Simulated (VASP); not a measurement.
Crystal: Ti.

```xyz
2
Lattice="0.0000 2.7912 2.7912 2.7912 0.0000 2.7912 2.7912 2.7912 0.0000" Properties=species:S:1:pos:R:3 pbc="T T T"
Ti   -0.6978   -0.6978   -0.6978
Ti    0.6978    0.6978    0.6978
```

This isn't the form of Ti at room conditions, which is hcp.

Base run:

- Program: VASP 6.6.1
- Functional: PBEsol
- Potentials or basis: VASP PAW PBE potentials, release 64 (Ti_sv)
- Cutoff: 500 eV
- k mesh: 9 × 9 × 9
- Occupations: fermi-dirac, width 0.05 eV
- Spin: no spin polarisation

Its results: band gap on the k mesh zero (bands 12 and 13 overlap by 0.20 eV); pressure -1.0 GPa.

**Question.** The run is repeated on the same cell with these changes: cutoff from 500 eV to 400 eV; further incar settings from ALGO = Normal; EDIFF = 1e-06; NBANDS = 19 to ALGO = Normal; EDIFF = 1e-08; NBANDS = 19. What comes out?

**Answer.** Band gap on the k mesh zero (bands 12 and 13 overlap by 0.21 eV); pressure -1.7 GPa.

Caveats: the PAW data sets were made with another functional, which shifts forces and pressure a little.
